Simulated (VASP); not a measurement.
## Ga7N8 (a cell with a defect): single point with PBE

Ga7N8 (a cell with a defect):

```
CELL_PARAMETERS angstrom
-3.19000 -5.52524 0.00000
4.78500 -2.76262 0.00000
0.00000 0.00000 5.18900
ATOMIC_POSITIONS crystal
Ga 0.49936 0.66002 0.00182
Ga 0.25074 0.16479 0.99737
Ga 0.25035 0.82973 0.50092
Ga 0.99936 0.66837 0.00348
Ga 0.99936 0.34803 0.51389
Ga 0.74798 0.16480 0.99737
Ga 0.74836 0.82973 0.50092
N 0.49936 0.70591 0.36507
N 0.49936 0.32807 0.90893
N 0.19749 0.14187 0.35967
N 0.24799 0.82981 0.87352
N 0.99936 0.66264 0.37647
N 0.99936 0.33686 0.87868
N 0.80123 0.14187 0.35967
N 0.75073 0.82981 0.87352
```

```
Program             : VASP 6.6.1
Task                : single point
Functional          : PBE
Potentials or basis : VASP PAW PBE potentials, release 64 (Ga_d, N)
Cutoff              : 520 eV
k mesh              : 2 × 2 × 2
Occupations         : fermi-dirac, width 0.05 eV
Spin                : no spin polarisation
```

- Largest force: 0.026 eV/Å

Forces on the atoms (eV/Å):
```
Ga  -0.011  0.008  0.008
Ga  -0.003 -0.001  0.011
Ga  -0.009 -0.016 -0.003
Ga  -0.002 -0.001  0.005
Ga   0.002 -0.002 -0.020
Ga   0.001  0.004  0.009
Ga   0.009  0.017 -0.003
N    0.019 -0.011  0.004
N   -0.002  0.002  0.006
N    0.012 -0.001  0.002
N   -0.001  0.003 -0.010
N   -0.021  0.012  0.009
N    0.003 -0.002 -0.009
N    0.006 -0.010  0.002
N   -0.003  0.000 -0.010
```

Levels at points of the mesh, in eV from the Fermi level:
| k point | band 64 | band 65 | band 66 | band 67 | band 68 | band 69 |
| --- | --- | --- | --- | --- | --- | --- |
| (0.00, 0.00, 0.00) | -0.67 | -0.17 | -0.01 | 0.31 | 2.07 | 4.47 |
| (0.50, 0.00, 0.00) | -0.52 | -0.44 | -0.16 | -0.04 | 3.84 | 4.39 |
| (0.00, 0.50, 0.00) | -0.89 | -0.44 | -0.24 | 0.29 | 4.02 | 4.49 |
| (0.50, 0.50, 0.00) | -1.06 | -0.79 | -0.38 | 0.31 | 4.97 | 5.20 |
| (0.00, 0.00, 0.50) | -0.90 | -0.37 | -0.23 | 0.23 | 3.83 | 4.40 |
| (0.50, 0.00, 0.50) | -0.98 | -0.84 | -0.41 | 0.40 | 5.18 | 5.26 |
| (0.00, 0.50, 0.50) | -1.61 | -0.85 | -0.22 | 0.17 | 4.22 | 4.71 |
| (0.50, 0.50, 0.50) | -1.61 | -0.93 | -0.06 | 0.20 | 5.21 | 5.33 |

Run time: 4.1 min on 1 thread of Intel(R) Xeon(R) Platinum 8488C (Sapphire Rapids), on a shared host, peak memory 0.3 GiB.

Caveat: the k points lie up to 0.61 Å⁻¹ apart; the cell carries a net charge on a neutralising background, which shifts energy and pressure; the cell is charged against a uniform background, so pressure and absolute levels hang on convention.
